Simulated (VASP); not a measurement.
# Li2NbO6 (P-3m1) in VASP: relaxation of cell and atoms with PBE

Aim: the relaxation of cell and atoms of Li2NbO6 with PBE.

All numbers are computed with VASP 6.6.1; they aren't measurements. Logs are shortened: lines on timing, memory, paths and dates and some standing lists are left out, and cuts for length are marked.

## Step 1: The cell of the first run

The structure is trigonal, space group P-3m1 (No. 164). The conventional cell has a = 5.884 Å, b = 5.884 Å, c = 4.942 Å, α = 90.00°, β = 90.00°, γ = 120.00°. Li (site symmetry 3m) has 12 O at 2.94 to 3.00 Å and 3 Nb at 3.61 Å within 3.9 Å. Within 2.8 Å of Nb (site symmetry -3m) lie 6 O at 2.10 Å. Within 2.8 Å of O (site symmetry m) lie 1 Nb at 2.10 Å.

## Step 2: Relaxation of cell and atoms, PBE, collinear spin

The input, INCAR:

```
ALGO     = Normal         # electronic algorithm
EDIFF    = 1E-7           # SCF threshold, eV
EDIFFG   = -0.04          # ionic threshold
ENCUT    = 600            # plane-wave cutoff, eV
GGA      = PE             # functional
IBRION   = 2              # ionic algorithm
ISIF     = 3              # what is computed and relaxed
ISMEAR   = 0              # smearing method
ISPIN    = 2              # spin polarisation
LASPH    = True           # aspherical terms in the spheres
LCHARG   = False          # write CHGCAR
LMAXMIX  = 4              # l up to which the mixer works
LORBIT   = 11             # projections on sites
LREAL    = False          # projectors in reciprocal space
LWAVE    = False          # write WAVECAR
MAGMOM   = 0 0 -0.11 0.83 0.83 0.83 0.83 0.83 0.83 # initial moments
NELM     = 150            # most SCF steps
NSW      = 90             # ionic steps
PREC     = Accurate       # precision mode
SIGMA    = 0.1            # smearing width, eV
```

The input, KPOINTS:

```
k-points
0
Gamma
  3 3 4
```

The input, POSCAR:

```
Li2NbO6
1.0
    5.8835700000      0.0000000000      0.0000000000
   -2.9417850000      5.0953210800      0.0000000000
    0.0000000000      0.0000000000      4.9421988000
Li Nb O
2 1 6
Direct
    0.3333333300      0.6666666700      0.7500000000
    0.6666666700      0.3333333300      0.2500000000
    0.0000000000      0.0000000000      0.0000000000
    0.8333333300      0.6666666700      0.7500000000
    0.3333333300      0.1666666700      0.7500000000
    0.8333333300      0.1666666700      0.7500000000
    0.1666666700      0.3333333300      0.2500000000
    0.6666666700      0.8333333300      0.2500000000
    0.1666666700      0.8333333300      0.2500000000
```

Potentials or basis: VASP PAW PBE potentials, release 64 (Li_sv, Nb_sv, O).

Started as:

```sh
> cat potpaw_PBE.64/Li_sv/POTCAR potpaw_PBE.64/Nb_sv/POTCAR potpaw_PBE.64/O/POTCAR > POTCAR
> mpirun -np 1 vasp_std > vasp.out
```

OUTCAR:

```text
EDIFF = 1E-7
   EDIFFG = -0.04
   ENCUT = 600
   GGA = PE
   IBRION = 2
   ISIF = 3
   ISMEAR = 0
   ISPIN = 2
   LASPH = True
   LORBIT = 11
   LREAL = False
   NELM = 150
   NSW = 90
   PREC = Accurate

 ion  position               nearest neighbor table
   1  0.333  0.667  0.750-
   2  0.667  0.333  0.250-
   3  0.000  0.000  0.000-   4 2.10   7 2.10   5 2.10   8 2.10   6 2.10   9 2.10
   4  0.833  0.667  0.750-   3 2.10
   5  0.333  0.167  0.750-   3 2.10
   6  0.833  0.167  0.750-   3 2.10
   7  0.167  0.333  0.250-   3 2.10
   8  0.667  0.833  0.250-   3 2.10
   9  0.167  0.833  0.250-   3 2.10

  LATTYP: Found a hexagonal cell.
 ALAT       =     5.8835700000
 C/A-ratio  =     0.8400000000

  Lattice vectors:

 A1 = (   5.8835700000,   0.0000000000,   0.0000000000)
 A2 = (  -2.9417850000,   5.0953210800,   0.0000000000)
 A3 = (   0.0000000000,   0.0000000000,   4.9421988000)

Analysis of symmetry for initial positions (statically):
=====================================================================
 Subroutine PRICEL returns:
 Original cell was already a primitive cell.

 Routine SETGRP: Setting up the symmetry group for a
 hexagonal supercell.

 Subroutine GETGRP returns: Found 12 space group operations
 (whereof 12 operations were pure point group operations)
 out of a pool of 24 trial point group operations.

The static configuration has the point symmetry D_3d.

Analysis of symmetry for dynamics (positions and initial velocities):
=====================================================================
 Subroutine PRICEL returns:
 Original cell was already a primitive cell.

 Routine SETGRP: Setting up the symmetry group for a
 hexagonal supercell.

 Subroutine GETGRP returns: Found 12 space group operations
 (whereof 12 operations were pure point group operations)
 out of a pool of 24 trial point group operations.

The dynamic configuration has the point symmetry D_3d.

Analysis of structural, dynamic, and magnetic symmetry:
=====================================================================
 Subroutine PRICEL returns:
 Original cell was already a primitive cell.

 Routine SETGRP: Setting up the symmetry group for a
 hexagonal supercell.

 Subroutine GETGRP returns: Found 12 space group operations
 (whereof 12 operations were pure point group operations)
 out of a pool of 24 trial point group operations.

The overall configuration has the point symmetry D_3d.

 Subroutine INISYM returns: Found 12 space group operations
 (whereof 12 operations are pure point group operations),
 and found     1 'primitive' translations

----------------------------------------------------------------------------------------

                                     Primitive cell

  volume of cell :     148.1606

  direct lattice vectors                    reciprocal lattice vectors
     5.883570000  0.000000000  0.000000000     0.169964834  0.098129243  0.000000000
    -2.941785000  5.095321080  0.000000000     0.000000000  0.196258486  0.000000000
     0.000000000  0.000000000  4.942198800     0.000000000  0.000000000  0.202339088

  length of vectors
     5.883570000  5.883569996  4.942198800     0.196258486  0.196258486  0.202339088

  position of ions in fractional coordinates (direct lattice)
     0.333333330  0.666666670  0.750000000
     0.666666670  0.333333330  0.250000000
     0.000000000  0.000000000  0.000000000
     0.833333330  0.666666670  0.750000000
     0.333333330  0.166666670  0.750000000
     0.833333330  0.166666670  0.750000000
     0.166666670  0.333333330  0.250000000
     0.666666670  0.833333330  0.250000000
     0.166666670  0.833333330  0.250000000

  ion indices of the primitive-cell ions
   primitive index   ion index
                 1           1
                 2           2
                 3           3
                 4           4
                 5           5
                 6           6
                 7           7
                 8           8
                 9           9

----------------------------------------------------------------------------------------

 KPOINTS: k-points

Automatic generation of k-mesh.
 Grid dimensions read from file:
 generate k-points for:    3    3    4

 Generating k-lattice:

  Cartesian coordinates                     Fractional coordinates (reciprocal lattice)
     0.056654945  0.032709748  0.000000000     0.333333333  0.000000000  0.000000000
     0.000000000  0.065419495  0.000000000     0.000000000  0.333333333  0.000000000
     0.000000000  0.000000000  0.050584772     0.000000000  0.000000000  0.250000000

  Length of vectors
     0.065419495  0.065419495  0.050584772

  Shift w.r.t. Gamma in fractional coordinates (k-lattice)
     0.000000000  0.000000000  0.000000000

 Subroutine IBZKPT returns following result:
 ===========================================

 Found     10 irreducible k-points:

 Following reciprocal coordinates:
            Coordinates               Weight
  0.000000  0.000000  0.000000      1.000000
  0.333333  0.000000  0.000000      6.000000
  0.333333  0.333333  0.000000      2.000000
  0.000000  0.000000  0.250000      2.000000
  0.333333  0.000000  0.250000      6.000000
  0.000000  0.333333  0.250000      6.000000
  0.333333  0.333333  0.250000      4.000000
  0.000000  0.000000  0.500000      1.000000
  0.333333  0.000000  0.500000      6.000000
  0.333333  0.333333  0.500000      2.000000
   k-points           NKPTS =     10   k-points in BZ     NKDIM =     10   number of bands    NBANDS=     35
   number of dos      NEDOS =    301   number of ions     NIONS =      9
   total plane-waves  NPLWV =  92160
   dimension x,y,z NGX =    48 NGY =   48 NGZ =   40
   dimension x,y,z NGXF=    96 NGYF=   96 NGZF=   80
   ions per type =               2   1   6
   NGX,Y,Z   is equivalent  to a cutoff of  13.56, 13.56, 13.46 a.u.
   NGXF,Y,Z  is equivalent  to a cutoff of  27.13, 27.13, 26.91 a.u.
 SYSTEM =  unknown system
   PREC   = accura    normal or accurate (medium, high low for compatibility)
   ISTART =      0    job   : 0-new  1-cont  2-samecut
   ICHARG =      2    charge: 1-file 2-atom 10-const
   ISPIN  =      2    spin polarized calculation?
   LNONCOLLINEAR =      F non collinear calculations
   LSORBIT =      F    spin-orbit coupling
   LASPH  =      T    aspherical Exc in radial PAW
   ENCUT  =  600.0 eV  44.10 Ry    6.64 a.u.  11.75 11.75  9.87*2*pi/ulx,y,z
   NELM   =    150;   NELMIN=  2; NELMDL= -5     # of ELM steps
   EDIFF  = 0.1E-06   stopping-criterion for ELM
   LREAL  =      F    real-space projection
   EDIFFG = -.4E-01   stopping-criterion for IOM
   NSW    =     90    number of steps for IOM
   IBRION =      2    ionic relax: 0-MD 1-quasi-New 2-CG
   NFREE  =      1    steps in history (QN), initial steepest desc. (CG)
   ISIF   =      3    stress and relaxation
   ISYM   =      2    0-nonsym 1-usesym 2-fastsym
   POTIM  = 0.5000    time-step for ionic-motion
   TEBEG  =    0.0;   TEEND  =   0.0 temperature during run
   PSTRESS=    0.0 pullay stress
   NELECT =      55.0000    total number of electrons
   NUPDOWN=      -1.0000    fix difference up-down
   EMIN   =  10.00;   EMAX   =-10.00  energy-range for DOS
   EFERMI =   0.00;   METHOD = LEGACY
   ISMEAR =     0;   SIGMA  =   0.10  broadening in eV -4-tet -1-fermi 0-gaus
   EFERMI_NEDOS =   21; number of points for ismear=-14 and -15
   IALGO  =     38    algorithm
   IMIX   =      4    mixing-type and parameters
     AMIX     =   0.40;   BMIX     =  1.00
     AMIX_MAG =   1.60;   BMIX_MAG =  1.00
  volume/ion in A,a.u.               =      16.46       111.09
  Fermi-wavevector in a.u.,A,eV,Ry     =   1.176571  2.223397 18.834810  1.384319
  Thomas-Fermi vector in A             =   2.312933
   LORBIT       =     11    0 simple, 1 ext, 2 COOP (PROOUT), +10 PAW based schemes
   GGA     = PE    functional components
   LHFCALC =     F    Hartree Fock is set to
   AEXX    =    0.0000 exact exchange contribution
   IVDW    =     0    specifies the selected vdW correction
   LEPSILON=     F    determine dielectric tensor
   LRPA    =     F    only Hartree local field effects (RPA)
 conjugate gradient relaxation of ions
 spin polarized calculation
 Gauss-broadening in eV      SIGMA  =   0.10
  energy-cutoff  :      600.00
  volume of cell :      148.16
 maximum number of plane-waves:      4962
 NGX is ok and might be reduce to    48
   NGX = 23   NGY = 23   NGZ = 19

--------------------------------------- Ionic step        1  -------------------------------------------

 number of electron      54.9999987 magnetization       4.9999993

 Free energy of the ion-electron system (eV)
  ---------------------------------------------------
  ext. energy  EPLUGINS =         0.00000000
  ---------------------------------------------------
  free energy    TOTEN  =       -50.26399649 eV

  energy without entropy =      -50.24365145  energy(sigma->0) =      -50.25382397

------------------------ aborting loop because EDIFF is reached ----------------------------------------

  FORCE on cell =-STRESS in cart. coord.  units (eV):
  Direction    XX          YY          ZZ          XY          YZ          ZX
  --------------------------------------------------------------------------------------
  -------------------------------------------------------------------------------------
  Total      -12.0367635    -12.0367635    -14.6647831      0.0000000      0.0000000      0.0000000
  in kB     -130.1630210   -130.1630207   -158.5818703      0.0000000      0.0000000      0.0000000
  external PRESSURE =    -139.6359707 kB  Pullay stress =       0.0000000 kB
[... 2429 lines left out ...]
     34       9.1019      0.00000
     35       9.1019      0.00000

[... ionic steps 4 to 42 ...]

--------------------------------------- Ionic step       43  -------------------------------------------

 number of electron      55.0000007 magnetization       5.0000000

------------------------ aborting loop because EDIFF is reached ----------------------------------------
[... 81 lines left out ...]
--------------------------------------- Ionic step       45  -------------------------------------------

 number of electron      55.0000007 magnetization       4.9999999

 Free energy of the ion-electron system (eV)
  ---------------------------------------------------
  ext. energy  EPLUGINS =         0.00000000
  ---------------------------------------------------
  free energy    TOTEN  =       -53.55310928 eV

  energy without entropy =      -53.53747174  energy(sigma->0) =      -53.54529051

 E-fermi :   0.2605     XC(G=0):  -8.7953

 val. band max:        0.1813568574   @ k =   0.3333   0.0000   0.2500
 cond. band min:       0.2731250647   @ k =   0.3333   0.3333   0.0000
 fundamental gap:      0.0917682072
 Fermi energy:         0.2604951480
[... 799 lines left out ...]
  FREE ENERGIE OF THE ION-ELECTRON SYSTEM (eV)
  ---------------------------------------------------
  free  energy   TOTEN  =       -53.5531092773 eV

  energy  without entropy=      -53.5374717416  energy(sigma->0) =      -53.54529051

 reached required accuracy - stopping structural energy minimisation

 total charge

# of ion       s       p       d       tot
------------------------------------------
    1        2.021   0.054   0.000   2.074
    2        2.021   0.054   0.000   2.074
    3        2.215   6.154   2.027  10.395
    4        1.593   3.263   0.000   4.856
    5        1.593   3.263   0.000   4.856
    6        1.593   3.263   0.000   4.856
    7        1.593   3.263   0.000   4.856
    8        1.593   3.263   0.000   4.856
    9        1.593   3.263   0.000   4.856
--------------------------------------------------
tot         15.815  25.841   2.027  43.682

 magnetization (x)

# of ion       s       p       d       tot
------------------------------------------
    1       -0.002  -0.003   0.000  -0.005
    2       -0.002  -0.003   0.000  -0.005
    3       -0.009  -0.007  -0.182  -0.197
    4        0.012   0.716   0.000   0.728
    5        0.012   0.716   0.000   0.728
    6        0.012   0.716   0.000   0.728
    7        0.012   0.716   0.000   0.728
    8        0.012   0.716   0.000   0.728
    9        0.012   0.716   0.000   0.728
--------------------------------------------------
tot          0.060   4.285  -0.182   4.163
```

Wall time 57 min (1 thread of AMD EPYC 9R45 (Zen 5), shared host); peak memory 0.41 GiB.

What came out:

```yaml
Free_energy: -53.5531 eV
Relaxed_volume: 13.50 Å³/atom
Relaxed_cell: a = 5.950 Å, b = 5.950 Å, c = 3.961 Å, α = 90.00°, β = 90.00°, γ = 120.00°
Space_group_after_relaxing_to_0.1_Å: P-3m1 (No. 164)
Energy_gained_by_relaxing: 365.5 meV/atom
Ionic_steps: 45
Pressure_after_relaxing: 0.0 GPa
Largest_force_after_relaxing: 0.028 eV/Å
Band_gap_on_the_k_mesh: zero (filled and empty bands overlap)
Net_moment: 5.00 μB per cell
Site_moments: Li -0.01; Nb -0.20; O +0.73 μB
Valence_electrons_inside_the_program's_atomic_spheres: Li 2.07; Nb 10.39; O 4.86
```

Forces in eV/Å, atoms in the order of the input:
```
Li   0.000  0.000  0.008
Li   0.000  0.000 -0.008
Nb   0.000  0.000  0.000
O    0.000  0.022 -0.017
O   -0.019 -0.011 -0.017
O    0.019 -0.011 -0.017
O    0.000 -0.022  0.017
O    0.019  0.011  0.017
O   -0.019  0.011  0.017
```

The path:
| step | energy change (eV) | largest force (eV/Å) | pressure (GPa) | volume (Å³) |
| --- | --- | --- | --- | --- |
| 1 | 0.0000 | 1.9037 | -13.96 | 148.16 |
| 3 | -1.3094 | 0.6674 | -2.24 | 129.75 |
| 5 | -1.4998 | 0.6554 | -1.92 | 124.82 |
| 7 | -1.7804 | 0.4950 | 9.75 | 87.97 |
| 9 | -2.1288 | 0.4948 | 3.21 | 98.69 |
| 11 | -2.1721 | 0.5243 | -0.53 | 99.53 |
| 13 | -2.7360 | 0.5321 | 2.18 | 99.92 |
| 15 | -2.7919 | 0.4613 | 4.75 | 99.87 |
| 17 | -2.8210 | 0.3251 | 6.29 | 99.79 |
| 19 | -2.8987 | 0.5172 | 2.11 | 103.45 |
| 21 | -2.9285 | 0.4306 | 1.81 | 104.01 |
| 23 | -3.0414 | 0.4491 | -2.53 | 112.02 |
| 25 | -3.0863 | 0.4690 | 0.41 | 111.99 |
| 27 | -3.1902 | 0.3196 | 0.56 | 113.05 |
| 29 | -3.2496 | 0.0682 | 1.05 | 114.38 |
| 31 | -3.2587 | 0.2033 | -0.56 | 116.85 |
| 33 | -3.2679 | 0.1211 | -0.17 | 118.44 |
| 35 | -3.2697 | 0.1141 | -0.09 | 118.55 |
| 37 | -3.2811 | 0.0760 | 0.49 | 119.04 |
| 39 | -3.2841 | 0.0956 | 1.08 | 119.86 |
| 41 | -3.2848 | 0.1451 | -0.20 | 121.60 |
| 43 | -3.2869 | 0.0555 | 0.34 | 120.86 |
| 45 | -3.2891 | 0.0278 | 0.00 | 121.47 |

Final structure:
```
Li Nb O
1.0
     5.95037    0.00000    0.00000
    -2.97518    5.15317    0.00000
     0.00000    0.00000    3.96137
Li Nb O
2 1 6
Direct
  0.33333 0.66667 0.44650
  0.66667 0.33333 0.55350
  0.00000 0.00000 0.00000
  0.83932 0.67864 0.71995
  0.32136 0.16068 0.71995
  0.83932 0.16068 0.71995
  0.16068 0.32136 0.28005
  0.67864 0.83932 0.28005
  0.16068 0.83932 0.28005
```

Caveat: the k points lie up to 0.41 Å⁻¹ apart in the final cell; the cutoff is under 1.25 times the usual one of these potentials, so pressure, stress and relaxed cells hold a basis-set (Pulay) error; the volume moved by over 15 % at a fixed basis, so the end points are rough.

The gap in the log of VASP goes by the Fermi energy; the results here count the filled bands.